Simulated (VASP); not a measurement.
# NiO (Fm-3m) in VASP: further runs

NiO is run at these levels: PBE; tasks: single point.

Everything below comes from runs of VASP 6.6.1. Logs are shortened: lines on timing, memory, paths and dates and some standing lists are left out, and cuts for length are marked.

## (1) The cell of the first run

Symmetry: Fm-3m, No. 225, cubic system. The conventional cell has a = 4.183 Å, b = 4.183 Å, c = 4.183 Å, α = 90.00°, β = 90.00°, γ = 90.00°. Ni (site symmetry m-3m) has 6 O at 2.09 Å within 2.8 Å. O (site symmetry m-3m) has 6 Ni at 2.09 Å within 2.8 Å.

## (2) Single point, PBE, collinear spin, ferromagnetic start

Input file INCAR:

```
SYSTEM = NiO
  ALGO = Normal
  EDIFF = 1E-6
  ENCUT = 700
  GGA = PE
  GGA_COMPAT = .FALSE.
  ISIF = 2
  ISMEAR = -1
  ISPIN = 2
  LASPH = .TRUE.
  LCHARG = .TRUE.
  LELF = .TRUE.
  LMAXMIX = 4
  LORBIT = 11
  LREAL = .FALSE.
  LVHAR = .TRUE.
  LWAVE = .FALSE.
  MAGMOM = 1 0
  NBANDS = 23
  NELM = 200
  NUPDOWN = 1.0
  PREC = Accurate
  SIGMA = 0.05
```

Input file KPOINTS:

```
k-points
0
G
  9 9 9
  0 0 0
```

Input file POSCAR:

```
NiO
1.0
    0.0000000000      2.0913095100      2.0913095100
    2.0913095100      0.0000000000      2.0913095100
    2.0913095100      2.0913095100      0.0000000000
Ni O
1 1
Direct
    0.0000000000      0.0000000000      0.0000000000
    0.5000000000      0.5000000000      0.5000000000
```

Potentials or basis: VASP PAW PBE potentials, release 64 (Ni_sv_GW, O).

Launch:

```
> cat potpaw_PBE.64/Ni_sv_GW/POTCAR potpaw_PBE.64/O/POTCAR > POTCAR
> mpirun -np 1 vasp_std > vasp.out
```

OUTCAR:

```text
SYSTEM = NiO
   EDIFF = 1E-6
   ENCUT = 700
   GGA = PE
   ISIF = 2
   ISMEAR = -1
   ISPIN = 2
   LASPH = .TRUE.
   LORBIT = 11
   LREAL = .FALSE.
   NELM = 200
   NUPDOWN = 1.0
   PREC = Accurate

 ion  position               nearest neighbor table
   1  0.000  0.000  0.000-   2 2.09   2 2.09   2 2.09   2 2.09   2 2.09   2 2.09
   2  0.500  0.500  0.500-   1 2.09   1 2.09   1 2.09   1 2.09   1 2.09   1 2.09

  LATTYP: Found a face centered cubic cell.
 ALAT       =     4.1826190200

  Lattice vectors:

 A1 = (   0.0000000000,   2.0913095100,   2.0913095100)
 A2 = (   2.0913095100,   0.0000000000,   2.0913095100)
 A3 = (   2.0913095100,   2.0913095100,   0.0000000000)

Analysis of symmetry for initial positions (statically):
=====================================================================
 Subroutine PRICEL returns:
 Original cell was already a primitive cell.

 Routine SETGRP: Setting up the symmetry group for a
 face centered cubic supercell.

 Subroutine GETGRP returns: Found 48 space group operations
 (whereof 48 operations were pure point group operations)
 out of a pool of 48 trial point group operations.

The static configuration has the point symmetry O_h .

Analysis of symmetry for dynamics (positions and initial velocities):
=====================================================================
 Subroutine PRICEL returns:
 Original cell was already a primitive cell.

 Routine SETGRP: Setting up the symmetry group for a
 face centered cubic supercell.

 Subroutine GETGRP returns: Found 48 space group operations
 (whereof 48 operations were pure point group operations)
 out of a pool of 48 trial point group operations.

The dynamic configuration has the point symmetry O_h .

Analysis of structural, dynamic, and magnetic symmetry:
=====================================================================
 Subroutine PRICEL returns:
 Original cell was already a primitive cell.

 Routine SETGRP: Setting up the symmetry group for a
 face centered cubic supercell.

 Subroutine GETGRP returns: Found 48 space group operations
 (whereof 48 operations were pure point group operations)
 out of a pool of 48 trial point group operations.

The overall configuration has the point symmetry O_h .

 Subroutine INISYM returns: Found 48 space group operations
 (whereof 48 operations are pure point group operations),
 and found     1 'primitive' translations

----------------------------------------------------------------------------------------
[... 116 lines left out ...]
  Thomas-Fermi vector in A             =   2.854603
   LORBIT       =     11    0 simple, 1 ext, 2 COOP (PROOUT), +10 PAW based schemes
   GGA     = PE    functional components
   LHFCALC =     F    Hartree Fock is set to
   AEXX    =    0.0000 exact exchange contribution
   IVDW    =     0    specifies the selected vdW correction
   LEPSILON=     F    determine dielectric tensor
   LRPA    =     F    only Hartree local field effects (RPA)
 spin polarized calculation
  energy-cutoff  :      700.00
  volume of cell :       18.29
 maximum number of plane-waves:       779
 NGX is ok and might be reduce to    28
   NGX = 13   NGY = 13   NGZ = 13

 number of electron      24.0000000 magnetization       1.0000000

 Free energy of the ion-electron system (eV)
  ---------------------------------------------------
  ext. energy  EPLUGINS =         0.00000000
  ---------------------------------------------------
  free energy    TOTEN  =       -12.37596467 eV

  energy without entropy =      -12.36168832  energy(sigma->0) =      -12.36882650

 E-fermi :   7.0723     XC(G=0): -13.0243

 val. band max:        7.0397199600   @ k =  -0.4444   0.4444   0.0000
 cond. band min:       6.9304059376   @ k =  -0.4444   0.2222   0.0000
 fundamental gap:     -0.1093140223
 Fermi energy:         6.8868845947

 spin component 1

 k-point     1 :       0.0000    0.0000    0.0000
  band No.  band energies     occupation
      1     -96.8171      1.00000
      2     -57.2077      1.00000
      3     -57.2077      1.00000
      4     -57.2077      1.00000
      5     -13.5345      1.00000
      6       3.7890      1.00000
[... 613 lines left out ...]
     22      39.5216      0.00000
     23      40.4604      0.00000

 [... further k-points ...]

 spin component 2

 k-point     1 :       0.0000    0.0000    0.0000
  band No.  band energies     occupation
      1     -95.7386      1.00000
      2     -56.1553      1.00000
      3     -56.1553      1.00000
      4     -56.1553      1.00000
      5     -13.3480      1.00000
      6       3.9984      1.00000
[... 613 lines left out ...]
     22      39.5740      0.00000
     23      40.7340      0.00000

 [... further k-points ...]

------------------------ aborting loop because EDIFF is reached ----------------------------------------

  FORCE on cell =-STRESS in cart. coord.  units (eV):
  Direction    XX          YY          ZZ          XY          YZ          ZX
  --------------------------------------------------------------------------------------
  -------------------------------------------------------------------------------------
  Total       -0.2278002     -0.2278002     -0.2278002     -0.0000000      0.0000000      0.0000000
  in kB      -19.9516962    -19.9516962    -19.9516962     -0.0000000      0.0000000      0.0000000
  external PRESSURE =     -19.9516962 kB  Pullay stress =       0.0000000 kB

 VOLUME and BASIS-vectors are now :
 -----------------------------------------------------------------------------
  energy-cutoff  :      700.00
  volume of cell :       18.29
      direct lattice vectors                 reciprocal lattice vectors
     0.000000000  2.091309510  2.091309510    -0.239084649  0.239084649  0.239084649
     2.091309510  0.000000000  2.091309510     0.239084649 -0.239084649  0.239084649
     2.091309510  2.091309510  0.000000000     0.239084649  0.239084649 -0.239084649

 POSITION                                       TOTAL-FORCE (eV/Angst)
 -----------------------------------------------------------------------------------
      0.00000      0.00000      0.00000         0.000000     -0.000000     -0.000000
      2.09131      2.09131      2.09131        -0.000000      0.000000      0.000000
 -----------------------------------------------------------------------------------
    total drift:                               -0.000000      0.000000      0.000000

  FREE ENERGIE OF THE ION-ELECTRON SYSTEM (eV)
  ---------------------------------------------------
  free  energy   TOTEN  =       -12.3759646709 eV

  energy  without entropy=      -12.3616883244  energy(sigma->0) =      -12.36882650

 total charge

# of ion       s       p       d       f       tot
--------------------------------------------------
    1        2.147   6.202   7.835   0.009  16.193
    2        1.563   3.385   0.000   0.000   4.948
--------------------------------------------------
tot          3.710   9.587   7.835   0.009  21.141

 magnetization (x)

# of ion       s       p       d       f       tot
--------------------------------------------------
    1        0.007   0.009   0.853   0.001   0.869
    2        0.018   0.091   0.000   0.000   0.109
--------------------------------------------------
tot          0.024   0.100   0.853   0.001   0.978
```

stdout:

```text
POSCAR found type information on POSCAR NiO
 POSCAR found :  2 types and       2 ions
 scaLAPACK will be used
 LDA part: xc-table for (Slater+PW92), standard interpolation
 POSCAR, INCAR and KPOINTS ok, starting setup
 FFT: planning ... GRIDC
 FFT: planning ... GRID_SOFT
 FFT: planning ... GRID
 WAVECAR not read
 entering main loop
```

Run time: 37 s. Hardware: 1 thread of Intel Xeon 6975P-C (Granite Rapids), shared host; peak memory 0.21 GiB.

What came out:

* Free energy: -12.3760 eV
* Pressure: -2.0 GPa
* Net moment: 1.00 μB per cell
* Site moments: Ni +0.87; O +0.11 μB
* Valence electrons inside the program's atomic spheres: Ni 16.19; O 4.95

Caveat: the total moment is fixed, so each spin has its own Fermi level and the state may be an excited one; a cell with one magnetic atom can't hold antiferromagnetic order, which such compounds often take.

## (3) Single point, PBE, collinear spin, ferromagnetic start

Input file INCAR:

```
SYSTEM = NiO
  ALGO = Normal
  EDIFF = 1E-6
  ENCUT = 1340
  GGA = PE
  GGA_COMPAT = .False.
  ISIF = 2
  ISMEAR = -1
  ISPIN = 2
  LASPH = .True.
  LCHARG = .False.
  LMAXMIX = 4
  LORBIT = 11
  LREAL = .False.
  LWAVE = .False.
  MAGMOM = 1 0
  NBANDS = 23
  NELM = 200
  PREC = Accurate
  SIGMA = 0.05
```

Input file KPOINTS:

```
k-points
0
Gamma
  6 6 6
  0 0 0
```

POSCAR is that of step 2.

Potentials or basis: VASP PAW PBE potentials, release 64 (Ni_sv_GW, O_h).

Launch:

```
> cat potpaw_PBE.64/Ni_sv_GW/POTCAR potpaw_PBE.64/O_h/POTCAR > POTCAR
> mpirun -np 1 vasp_std > vasp.out
```

OUTCAR:

```text
SYSTEM = NiO
   EDIFF = 1E-6
   ENCUT = 1340
   GGA = PE
   ISIF = 2
   ISMEAR = -1
   ISPIN = 2
   LASPH = .True.
   LORBIT = 11
   LREAL = .False.
   NELM = 200
   PREC = Accurate

 ion  position               nearest neighbor table
   1  0.000  0.000  0.000-   2 2.09   2 2.09   2 2.09   2 2.09   2 2.09   2 2.09
   2  0.500  0.500  0.500-   1 2.09   1 2.09   1 2.09   1 2.09   1 2.09   1 2.09

  LATTYP: Found a face centered cubic cell.
 ALAT       =     4.1826190200

  Lattice vectors:

[... 1035 lines left out ...]

 VOLUME and BASIS-vectors are now :
 -----------------------------------------------------------------------------
  energy-cutoff  :     1340.00
  volume of cell :       18.29
      direct lattice vectors                 reciprocal lattice vectors
     0.000000000  2.091309510  2.091309510    -0.239084649  0.239084649  0.239084649
     2.091309510  0.000000000  2.091309510     0.239084649 -0.239084649  0.239084649
     2.091309510  2.091309510  0.000000000     0.239084649  0.239084649 -0.239084649

 POSITION                                       TOTAL-FORCE (eV/Angst)
 -----------------------------------------------------------------------------------
      0.00000      0.00000      0.00000         0.000000     -0.000000      0.000000
      2.09131      2.09131      2.09131        -0.000000      0.000000     -0.000000
 -----------------------------------------------------------------------------------
    total drift:                               -0.000000      0.000000      0.000000

  FREE ENERGIE OF THE ION-ELECTRON SYSTEM (eV)
  ---------------------------------------------------
  free  energy   TOTEN  =       -12.4506440398 eV

  energy  without entropy=      -12.4453945090  energy(sigma->0) =      -12.44801927

 total charge

# of ion       s       p       d       f       tot
--------------------------------------------------
    1        2.150   6.208   7.784   0.009  16.152
    2        1.041   2.298   0.000   0.000   3.340
--------------------------------------------------
tot          3.192   8.507   7.784   0.009  19.492

 magnetization (x)

# of ion       s       p       d       f       tot
--------------------------------------------------
    1        0.008   0.013   1.417   0.001   1.439
    2        0.026   0.177   0.000   0.000   0.203
--------------------------------------------------
tot          0.034   0.190   1.417   0.001   1.642
```

stdout:

```text
POSCAR found type information on POSCAR NiO
 POSCAR found :  2 types and       2 ions
 scaLAPACK will be used
 LDA part: xc-table for (Slater+PW92), standard interpolation
 POSCAR, INCAR and KPOINTS ok, starting setup
 FFT: planning ... GRIDC
 FFT: planning ... GRID_SOFT
 FFT: planning ... GRID
 WAVECAR not read
 entering main loop
```

Wall time 59 s (1 thread of AMD EPYC 9R45 (Zen 5), shared host); peak memory 0.25 GiB.

Results:

```yaml
Free_energy: -12.4506 eV
Pressure: 3.9 GPa
Net_moment: 1.74 μB per cell
Site_moments: Ni +1.44; O +0.20 μB
Valence_electrons_inside_the_program's_atomic_spheres: Ni 16.15; O 3.34
```

Caveat: the k points lie up to 0.43 Å⁻¹ apart; a cell with one magnetic atom can't hold antiferromagnetic order, which such compounds often take; semilocal functionals often make such compounds metallic where correlation or magnetic order opens a gap, which also shifts bond lengths.
